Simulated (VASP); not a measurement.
AlGa7As8, 16 atoms in the cell. Symmetry: F-43m, No. 216, cubic system. Conventional cell: a = 11.332 Å, b = 11.332 Å, c = 11.332 Å, α = 90.00°, β = 90.00°, γ = 90.00°. Al (site symmetry -43m) has 4 As at 2.45 Å within 3.2 Å. Within 3.2 Å of Ga (site symmetry 2mm) lie 4 As at 2.45 Å. Ga (site symmetry -43m) has 4 As at 2.45 Å within 3.2 Å. Within 3.2 Å of As (site symmetry 3m) lie 3 Ga at 2.45 Å and 1 Al at 2.45 Å. As (site symmetry 3m) has 4 Ga at 2.45 Å within 3.2 Å. 

| Quantity | Value |
| --- | --- |
| Program | VASP 6.6.1 |
| Task | phonons |
| Functional | PBEsol |
| Potentials or basis | VASP PAW PBE potentials, release 64 (Al, Ga_d, As) |
| Cutoff | 600 eV |
| k mesh | 4 × 4 × 4 |
| Occupations | gaussian, width 0.03 eV |
| Spin | no spin polarisation |
| By perturbation theory | no |
| Further INCAR settings | ALGO = Normal; EDIFF = 1e-08; IBRION = 6; POTIM = 0.015; NSW = 1 |

Potentials or basis: VASP PAW PBE potentials, release 64 (Al, Ga_d, As).

Run with:

```bash
$ cat potpaw_PBE.64/Al/POTCAR potpaw_PBE.64/Ga_d/POTCAR potpaw_PBE.64/As/POTCAR > POTCAR
$ cp INCAR.step1 INCAR
$ mpirun -np 8 vasp_std > vasp.out
$ cp CONTCAR POSCAR
$ cp INCAR.step2 INCAR
$ mpirun -np 8 vasp_std > vasp.out
```

Hardware: 8 MPI ranks on AMD EPYC 7R43 64-Core Processor (Zen 3), with other jobs on the host.

**Question.** How long does it take, and how much memory?

**Answer.** Wall time 63 min on 8 MPI ranks on AMD EPYC 7R43 64-Core Processor (Zen 3) (shared host), peak memory 1.6 GiB a rank. Counts: k points 8, ion steps 2.
